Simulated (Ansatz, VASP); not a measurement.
**Two plane-wave programs on Ca2Ge2N**

```
Ca Ge N
1.0
     4.40273    0.00000    0.00000
    -2.20136    3.81287    0.00000
     0.00000    0.00000    6.03885
Ca Ge N
2 2 1
Direct
  0.00000 0.00000 0.88561
  0.33333 0.66667 0.33375
  0.33333 0.66667 0.88614
  0.00000 0.00000 0.19972
  0.66667 0.33333 0.65876
```

Alike in both runs: task relaxation of cell and atoms; functional PBE; k mesh 6 × 6 × 4; occupations gaussian, width 0.1 eV; no spin polarisation.

|  | VASP | Ansatz |
| --- | --- | --- |
| version | VASP 6.6.1 | Ansatz 0.2.0 |
| potentials or method | VASP PAW PBE potentials, release 64 (Ca_sv, Ge_d, N), cutoff 600 eV | scalar-relativistic, plane waves, PAW |
| valence electrons in the cell | 53 | 53 |

```tsv
	VASP	Ansatz	Ansatz less VASP
gap on the k mesh at the Fermi level, each at its own relaxed structure (eV)	none	none	-
relaxed volume (Å³/atom)	20.58	20.60	+0.014
relaxed cell length with the largest relative difference (Å)	8.174	8.295	+0.1205
```

A gap of «none» marks a metal or a gap that the smearing closes.
